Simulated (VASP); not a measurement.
The system is BaTiO3.

```
Ba Ti O
1.0
     3.98333    0.00000    0.00000
     0.00000    2.86260    2.87534
     0.00000   -2.86260    2.87534
Ba Ti O
1 1 3
Direct
  0.00000 0.00341 0.00341
  0.50000 0.50341 0.50341
  0.50000 0.00341 0.50341
  0.50000 0.50341 0.00341
  0.00000 0.50341 0.50341
```

* Program: VASP 6.6.1
* Task: relaxation of cell and atoms
* Functional: PBEsol
* Potentials or basis: VASP PAW PBE potentials, release 64 (Ba_sv, Ti_sv, O)
* Cutoff: 600 eV
* k mesh: 10 × 10 × 10
* Occupations: gaussian, width 0.02 eV
* Spin: no spin polarisation

At the start: pressure -6.0 GPa; volume 13.11 Å³/atom.

Question: How do energy, volume and symmetry change on relaxing?

Answer: Over 9 steps the energy falls by 11.1 meV/atom and the volume is 12.64 Å³/atom (-3.6 %); space group Pm-3m (No. 221, to 0.1 Å) before and after.

The path:
```csv
step,energy change (eV),largest force (eV/Å),pressure (GPa),volume (Å³)
1,0.0000,0.0000,-6.00,65.57
2,-0.0105,0.0000,6.75,61.02
3,-0.0517,0.0000,0.27,63.10
4,-0.0552,0.0000,0.08,63.16
5,-0.0555,0.0000,0.02,63.18
6,-0.0555,0.0000,0.03,63.17
7,-0.0555,0.0000,-0.02,63.19
8,-0.0555,0.0000,-0.01,63.19
9,-0.0555,0.0000,0.00,63.18
```

Final structure:
```yaml
crystal:
  lattice:
    - [3.98281, 0.00000, 0.00000]
    - [0.00000, 2.81633, 2.81637]
    - [0.00000, -2.81633, 2.81637]
  atoms:
    - { symbol: Ba, position: [0.00000, 0.00341, 0.00341] }
    - { symbol: Ti, position: [0.50000, 0.50341, 0.50341] }
    - { symbol: O, position: [0.50000, 0.00341, 0.50341] }
    - { symbol: O, position: [0.50000, 0.50341, 0.00341] }
    - { symbol: O, position: [0.00000, 0.50341, 0.50341] }
```

Caveat: the PAW data sets were made with another functional, which shifts forces and pressure a little.
